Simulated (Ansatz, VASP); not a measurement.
One calculation of BaTiO3, two programs

File INCAR:

```
  PREC = Accurate
  ENCUT = 520
  EDIFF = 1E-7
  ISMEAR = -1
  SIGMA = 0.05
  LREAL = F
  LASPH = T
  NELM = 100
  ALGO = Normal
  ISIF = 2
  LWAVE = F
  LCHARG = F
  GGA = CA
  NBANDS = 28
```

Contents of KPOINTS:

```
Automatic mesh
0
Gamma
  7 7 7
```

The input POSCAR:

```
BaTiO3
1.0
    4.0118948090      0.0000000000      0.0000000000
    0.0000000000      2.8556879648      2.8639926021
    0.0000000000     -2.8556879648      2.8639926021
Ba Ti O
1 1 3
Direct
    0.0000000000      0.0000000000      0.0000000000
    0.5000000000      0.5124000000      0.5124000000
    0.5000000000      0.9918400000      0.5052400000
    0.5000000000      0.5052400000      0.9918400000
    0.0000000000      0.4874000000      0.4874000000
```

Contents of input.yaml:

```yaml
crystal:
  lattice:
    - [4.011894809, 0.0, 0.0]
    - [0.0, 2.8556879648, 2.8639926021]
    - [0.0, -2.8556879648, 2.8639926021]
  atoms:
    - { symbol: Ba, position: [0.0, 0.0, 0.0] }
    - { symbol: Ti, position: [0.5, 0.5124, 0.5124] }
    - { symbol: O, position: [0.5, 0.99184, 0.50524] }
    - { symbol: O, position: [0.5, 0.50524, 0.99184] }
    - { symbol: O, position: [0.0, 0.4874, 0.4874] }
kpoints:
  mp_grid: { grid: [7, 7, 7] }
scf:
  occupations: { method: fermi_dirac, width: 0.05 }
hamiltonian:
  xc: lda
  pseudopotentials: { kind: all_electron, lapw: { basis_error: 0.002 } }
output:
  forces: true
  stress: true
  eigenvalues: true
```

Change from the starting cell: volume scaled by 1.02.

Alike in both runs: task single point; functional LDA; k mesh 7 × 7 × 7; occupations fermi-dirac, width 0.05 eV; no spin polarisation.

|  | VASP | Ansatz |
| --- | --- | --- |
| version | VASP 6.6.1 | Ansatz 0.2.0 |
| potentials or method | VASP PAW LDA potentials, release 64 (Ba_sv, Ti_sv, O), cutoff 520 eV | all-electron LAPW, scalar-relativistic |

Ansatz gave:

- gap on the k mesh at the Fermi level (eV): 1.85
- least direct gap on the mesh (eV): 1.97
- pressure (GPa): -11.5
- traceless stress, the component that is largest in VASP (GPa): -0.35
- rms of the force components (eV/Å): 0.181

Task: Which values does VASP return?

Result: gap on the k mesh at the Fermi level (eV): 1.79; least direct gap on the mesh (eV): 1.94; pressure (GPa): -9.6; traceless stress, the component that is largest in VASP (GPa): -0.34; rms of the force components (eV/Å): 0.169.

LDA's correlation is that of Perdew and Zunger in VASP and of Perdew and Wang (1992) in Ansatz. Atom by atom the forces differ by 0.018 eV/Å (rms over components). Ansatz ran all-electron here, and VASP with PAW potentials.

Spin-orbit coupling is off throughout.
